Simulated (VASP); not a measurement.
# C: single point with PBEsol

The system is C.

```
C
1.0
     0.00000    1.79518    1.79518
     1.79518    0.00000    1.79518
     1.79518    1.79518    0.00000
C
2
Direct
  0.75000 0.75000 0.75000
  0.50000 0.50000 0.50000
```

This cell differs from its parent crystal: volume scaled by 1.02.

```yaml
Program: VASP 6.6.1
Task: single point
Functional: PBEsol
Potentials_or_basis: VASP PAW PBE potentials, release 64 (C)
Cutoff: 520 eV
k_mesh: 13 × 13 × 13
Occupations: gaussian, width 0.05 eV
Spin: collinear spin, zero start
Starting_moments: "[0.0, 0.0] μB"
Fixed_moment: 0 μB
```

```json
{
  "Pressure": "-12.1 GPa",
  "Net moment": "0.00 μB per cell",
  "Valence electrons inside the program's atomic spheres": "C 2.54"
}
```

Wall time 26 s on 1 thread of Intel Xeon 6975P-C, on a shared host, peak memory 0.14 GiB.

Caveat: the PAW data sets were made with another functional, which shifts forces and pressure a little; the total moment is fixed, so each spin has its own Fermi level.
